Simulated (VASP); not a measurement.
# Au (Fm-3m) in VASP: relaxation of cell and atoms with PBE

Aim: the relaxation of cell and atoms of Au with PBE.

All numbers are computed with VASP 6.6.1; they aren't measurements. Logs are shortened: lines on timing, memory, paths and dates and some standing lists are left out, and cuts for length are marked.

## Step 1: The cell of the first run

The structure is cubic, space group Fm-3m (No. 225). Conventional cell: a = 4.080 Å, b = 4.080 Å, c = 4.080 Å, α = 90.00°, β = 90.00°, γ = 90.00°. Au (site symmetry m-3m) has 12 Au at 2.88 Å within 3.8 Å.

## Step 2: Relaxation of cell and atoms, PBE

File INCAR:

```
SYSTEM = Au
  PREC = Accurate
  ENCUT = 600
  EDIFF = 1E-6
  ISMEAR = 0
  SIGMA = 0.1
  LREAL = .FALSE.
  LASPH = .TRUE.
  NELM = 80
  ALGO = Fast
  ISIF = 3
  LWAVE = .FALSE.
  LCHARG = .FALSE.
  GGA = PE
  IBRION = 2
  NSW = 80
  EDIFFG = -0.003
```

File KPOINTS:

```
regular mesh
0
G
  34 34 34
  0 0 0
```

File POSCAR:

```
Au
1.0
    0.0000000000      2.0400000000      2.0400000000
    2.0400000000      0.0000000000      2.0400000000
    2.0400000000      2.0400000000      0.0000000000
Au
1
Direct
    0.0000000000      0.0000000000      0.0000000000
```

Potentials or basis: VASP PAW PBE potentials, release 64 (Au).

Launch:

```console
$ cat potpaw_PBE.64/Au/POTCAR > POTCAR
$ mpirun -np 1 vasp_std > vasp.out
```

OUTCAR:

```text
SYSTEM = Au
   PREC = Accurate
   ENCUT = 600
   EDIFF = 1E-6
   ISMEAR = 0
   LREAL = .FALSE.
   LASPH = .TRUE.
   NELM = 80
   ISIF = 3
   GGA = PE
   IBRION = 2
   NSW = 80
   EDIFFG = -0.003

 ion  position               nearest neighbor table
   1  0.000  0.000  0.000-

  LATTYP: Found a face centered cubic cell.
 ALAT       =     4.0800000000

  Lattice vectors:

 A1 = (   0.0000000000,   2.0400000000,   2.0400000000)
 A2 = (   2.0400000000,   0.0000000000,   2.0400000000)
 A3 = (   2.0400000000,   2.0400000000,   0.0000000000)

Analysis of symmetry for initial positions (statically):
=====================================================================
 Subroutine PRICEL returns:
 Original cell was already a primitive cell.

 Routine SETGRP: Setting up the symmetry group for a
 face centered cubic supercell.

 Subroutine GETGRP returns: Found 48 space group operations
 (whereof 48 operations were pure point group operations)
 out of a pool of 48 trial point group operations.

The static configuration has the point symmetry O_h .

Analysis of symmetry for dynamics (positions and initial velocities):
=====================================================================
 Subroutine PRICEL returns:
 Original cell was already a primitive cell.

 Routine SETGRP: Setting up the symmetry group for a
 face centered cubic supercell.

 Subroutine GETGRP returns: Found 48 space group operations
 (whereof 48 operations were pure point group operations)
 out of a pool of 48 trial point group operations.

The dynamic configuration has the point symmetry O_h .

 Subroutine INISYM returns: Found 48 space group operations
 (whereof 48 operations are pure point group operations),
 and found     1 'primitive' translations

----------------------------------------------------------------------------------------

                                     Primitive cell

  volume of cell :      16.9793

  direct lattice vectors                    reciprocal lattice vectors
     0.000000000  2.040000000  2.040000000    -0.245098039  0.245098039  0.245098039
     2.040000000  0.000000000  2.040000000     0.245098039 -0.245098039  0.245098039
     2.040000000  2.040000000  0.000000000     0.245098039  0.245098039 -0.245098039

  length of vectors
     2.884995667  2.884995667  2.884995667     0.424522257  0.424522257  0.424522257

  position of ions in fractional coordinates (direct lattice)
     0.000000000  0.000000000  0.000000000

  ion indices of the primitive-cell ions
   primitive index   ion index
                 1           1

----------------------------------------------------------------------------------------

 KPOINTS: regular mesh

Automatic generation of k-mesh.
 Grid dimensions read from file:
 generate k-points for:   34   34   34

 Generating k-lattice:

  Cartesian coordinates                     Fractional coordinates (reciprocal lattice)
    -0.007208766  0.007208766  0.007208766     0.029411765  0.000000000  0.000000000
     0.007208766 -0.007208766  0.007208766     0.000000000  0.029411765  0.000000000
     0.007208766  0.007208766 -0.007208766     0.000000000  0.000000000  0.029411765

  Length of vectors
     0.012485949  0.012485949  0.012485949

  Shift w.r.t. Gamma in fractional coordinates (k-lattice)
     0.000000000  0.000000000  0.000000000

 Subroutine IBZKPT returns following result:
 ===========================================

 Found   1059 irreducible k-points:

 Following reciprocal coordinates:
            Coordinates               Weight
  0.000000  0.000000  0.000000      1.000000
  0.029412  0.000000  0.000000      8.000000
  0.058824  0.000000  0.000000      8.000000
  0.088235  0.000000  0.000000      8.000000
  0.117647  0.000000  0.000000      8.000000
  0.147059  0.000000  0.000000      8.000000
[... 16 lines left out ...]
  0.147059  0.029412  0.000000     24.000000
  0.176471  0.029412  0.000000     24.000000
 [... further k-points ...]
   k-points           NKPTS =   1059   k-points in BZ     NKDIM =   1059   number of bands    NBANDS=      9
   number of dos      NEDOS =    301   number of ions     NIONS =      1
   total plane-waves  NPLWV =  13824
   dimension x,y,z NGX =    24 NGY =   24 NGZ =   24
   dimension x,y,z NGXF=    48 NGYF=   48 NGZF=   48
   ions per type =               1
   NGX,Y,Z   is equivalent  to a cutoff of  13.83, 13.83, 13.83 a.u.
   NGXF,Y,Z  is equivalent  to a cutoff of  27.66, 27.66, 27.66 a.u.
 SYSTEM =  Au
   PREC   = accura    normal or accurate (medium, high low for compatibility)
   ISTART =      0    job   : 0-new  1-cont  2-samecut
   ICHARG =      2    charge: 1-file 2-atom 10-const
   ISPIN  =      1    spin polarized calculation?
   LNONCOLLINEAR =      F non collinear calculations
   LSORBIT =      F    spin-orbit coupling
   LASPH  =      T    aspherical Exc in radial PAW
   ENCUT  =  600.0 eV  44.10 Ry    6.64 a.u.   5.76  5.76  5.76*2*pi/ulx,y,z
   NELM   =     80;   NELMIN=  2; NELMDL= -5     # of ELM steps
   EDIFF  = 0.1E-05   stopping-criterion for ELM
   LREAL  =      F    real-space projection
   EDIFFG = -.3E-02   stopping-criterion for IOM
   NSW    =     80    number of steps for IOM
   IBRION =      2    ionic relax: 0-MD 1-quasi-New 2-CG
   NFREE  =      1    steps in history (QN), initial steepest desc. (CG)
   ISIF   =      3    stress and relaxation
   ISYM   =      2    0-nonsym 1-usesym 2-fastsym
   POTIM  = 0.5000    time-step for ionic-motion
   TEBEG  =    0.0;   TEEND  =   0.0 temperature during run
   PSTRESS=    0.0 pullay stress
   NELECT =      11.0000    total number of electrons
   NUPDOWN=      -1.0000    fix difference up-down
   EMIN   =  10.00;   EMAX   =-10.00  energy-range for DOS
   EFERMI =   0.00;   METHOD = LEGACY
   ISMEAR =     0;   SIGMA  =   0.10  broadening in eV -4-tet -1-fermi 0-gaus
   EFERMI_NEDOS =   21; number of points for ismear=-14 and -15
   IALGO  =     68    algorithm
   IMIX   =      4    mixing-type and parameters
     AMIX     =   0.40;   BMIX     =  1.00
     AMIX_MAG =   1.60;   BMIX_MAG =  1.00
  volume/ion in A,a.u.               =      16.98       114.58
  Fermi-wavevector in a.u.,A,eV,Ry     =   1.416551  2.676893 27.301680  2.006617
  Thomas-Fermi vector in A             =   2.537874
   LORBIT       =      0    0 simple, 1 ext, 2 COOP (PROOUT), +10 PAW based schemes
   GGA     = PE    functional components
   LHFCALC =     F    Hartree Fock is set to
   AEXX    =    0.0000 exact exchange contribution
   IVDW    =     0    specifies the selected vdW correction
   LEPSILON=     F    determine dielectric tensor
   LRPA    =     F    only Hartree local field effects (RPA)
 conjugate gradient relaxation of ions
 non-spin polarized calculation
 RMM-DIIS sequential band-by-band and
 Gauss-broadening in eV      SIGMA  =   0.10
  energy-cutoff  :      600.00
  volume of cell :       16.98
 maximum number of plane-waves:       588
   NGX = 11   NGY = 11   NGZ = 11

--------------------------------------- Ionic step        1  -------------------------------------------

 number of electron      11.0000000 magnetization

 Free energy of the ion-electron system (eV)
  ---------------------------------------------------
  ext. energy  EPLUGINS =         0.00000000
  ---------------------------------------------------
  free energy    TOTEN  =        -3.19545796 eV

  energy without entropy =       -3.19434639  energy(sigma->0) =       -3.19490218

------------------------ aborting loop because EDIFF is reached ----------------------------------------

  FORCE on cell =-STRESS in cart. coord.  units (eV):
  Direction    XX          YY          ZZ          XY          YZ          ZX
  --------------------------------------------------------------------------------------
  -------------------------------------------------------------------------------------
  Total        0.9751429      0.9751429      0.9751429     -0.0000000      0.0000000     -0.0000000
  in kB       92.0149388     92.0149388     92.0149388     -0.0000000      0.0000000     -0.0000000
  external PRESSURE =      92.0149388 kB  Pullay stress =       0.0000000 kB
[... 125 lines left out ...]
  energy  without entropy=       -3.2197175232  energy(sigma->0) =       -3.22038972

--------------------------------------- Ionic step        5  -------------------------------------------

 number of electron      11.0000002 magnetization

 Free energy of the ion-electron system (eV)
  ---------------------------------------------------
  ext. energy  EPLUGINS =         0.00000000
  ---------------------------------------------------
  free energy    TOTEN  =        -3.22106584 eV

  energy without entropy =       -3.21971713  energy(sigma->0) =       -3.22039149

 E-fermi :   8.6664     XC(G=0): -12.4089

 val. band max:        8.6625392138   @ k =  -0.4412   0.0882   0.0000
 cond. band min:       8.6772550059   @ k =   0.5000   0.2647   0.0882
 fundamental gap:      0.0147157921
 Fermi energy:         8.6663929211

 k-point     1 :       0.0000    0.0000    0.0000
  band No.  band energies     occupation
      1      -0.6857      2.00000
      2       4.2100      2.00000
      3       4.2100      2.00000
      4       4.2100      2.00000
      5       5.5916      2.00000
      6       5.5916      2.00000
      7      23.2151      0.00000
      8      26.9166      0.00000
      9      26.9166      0.00000
[... 265 lines left out ...]
 k-point    24 :       0.1765    0.0294    0.0000
  band No.  band energies     occupation
      1       0.2134      2.00000
      2       3.9928      2.00000
      3       4.4472      2.00000
      4       4.4538      2.00000
      5       5.4646      2.00000
      6       5.6270      2.00000
      7      22.5585      0.00000
      8      24.2426      0.00000
      9      27.2681      0.00000

 [... further k-points ...]

------------------------ aborting loop because EDIFF is reached ----------------------------------------

  FORCE on cell =-STRESS in cart. coord.  units (eV):
  Direction    XX          YY          ZZ          XY          YZ          ZX
  --------------------------------------------------------------------------------------
  -------------------------------------------------------------------------------------
  Total        0.0024062      0.0024062      0.0024062      0.0000000      0.0000000      0.0000000
  in kB        0.2148147      0.2148147      0.2148147      0.0000000      0.0000000      0.0000000
  external PRESSURE =       0.2148147 kB  Pullay stress =       0.0000000 kB
[... 16 lines left out ...]
  FREE ENERGIE OF THE ION-ELECTRON SYSTEM (eV)
  ---------------------------------------------------
  free  energy   TOTEN  =        -3.2210658377 eV

  energy  without entropy=       -3.2197171331  energy(sigma->0) =       -3.22039149

 reached required accuracy - stopping structural energy minimisation
```

Wall time 4.8 min (1 thread of AMD EPYC 9R45 (Zen 5), shared host); peak memory 0.32 GiB.

What came out:

* Free energy: -3.2211 eV
* Relaxed volume: 17.95 Å³/atom
* Relaxed cell: a = 2.939 Å, b = 2.939 Å, c = 2.939 Å, α = 60.00°, β = 60.00°, γ = 60.00°
* Space group after relaxing (to 0.1 Å): Fm-3m (No. 225)
* Energy gained by relaxing: 25.6 meV/atom
* Ionic steps: 5
* Pressure after relaxing: 0.0 GPa
* Band gap on the k mesh: zero (an odd number of electrons rules out a gap without spin polarisation)

The path:
```
step  energy change (eV)  largest force (eV/Å)  pressure (GPa)  volume (Å³)
   1              0.0000                0.0000            9.20        16.98
   2              0.0226                0.0000           -9.16        19.49
   3             -0.0256                0.0000           -0.35        17.97
   4             -0.0256                0.0000            0.13        17.93
   5             -0.0256                0.0000            0.02        17.95
```

Final structure:
```cif
data_structure
_symmetry_space_group_name_H-M 'P 1'
_symmetry_Int_Tables_number 1
_cell_length_a 2.9388
_cell_length_b 2.9388
_cell_length_c 2.9388
_cell_angle_alpha 60.000
_cell_angle_beta 60.000
_cell_angle_gamma 60.000
_cell_volume 17.95
loop_
_atom_site_label
_atom_site_type_symbol
_atom_site_fract_x
_atom_site_fract_y
_atom_site_fract_z
_atom_site_occupancy
Au1 Au 0.00000 0.00000 0.00000 1
```

Levels at points of the mesh, in eV from the Fermi level:
```
           k point  band 3  band 4  band 5  band 6  band 7  band 8  band 9
(0.00, 0.00, 0.00)   -4.46   -4.46   -3.07   -3.07   14.55   18.25   18.25
(0.50, 0.00, 0.00)   -4.49   -1.98   -1.98   -0.75    2.77   13.99   16.71
(0.50, 0.50, 0.00)   -2.02   -1.69   -1.69    1.13    5.33    9.83    9.83
```

Caveat: spin-orbit coupling is left out, which moves the levels of the heavy elements.
